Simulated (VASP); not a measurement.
The system is CoSi2.

```
CELL_PARAMETERS angstrom
0.00000 2.64398 2.64398
2.64398 0.00000 2.64398
2.64398 2.64398 0.00000
ATOMIC_POSITIONS crystal
Co 0.00000 0.00000 0.00000
Si 0.25000 0.25000 0.25000
Si 0.75000 0.75000 0.75000
```

Base run:

```yaml
Program: VASP 6.6.1
Functional: PBE
Potentials_or_basis: VASP PAW PBE potentials, release 64 (Co, Si)
Cutoff: 520 eV
k_mesh: 14 × 14 × 14
Occupations: gaussian, width 0.15 eV
Spin: collinear spin, ferromagnetic start
Starting_moments: "[0.275, 0.0, 0.0] μB"
Fixed_moment: 0.275 μB
```

Its results: pressure 8.0 GPa; site moments Co +0.17; Si +0.02 μB.

The run is repeated on the same cell with these changes: fixed moment from 0.275 μB to 1.925 μB; moments at the start from [0.28, 0.0, 0.0] to [1.92, 0.0, 0.0]. What comes out?

Pressure 22.0 GPa; site moments Co +1.20; Si +0.16 μB.

Caveats: the total moment is fixed, so each spin has its own Fermi level.
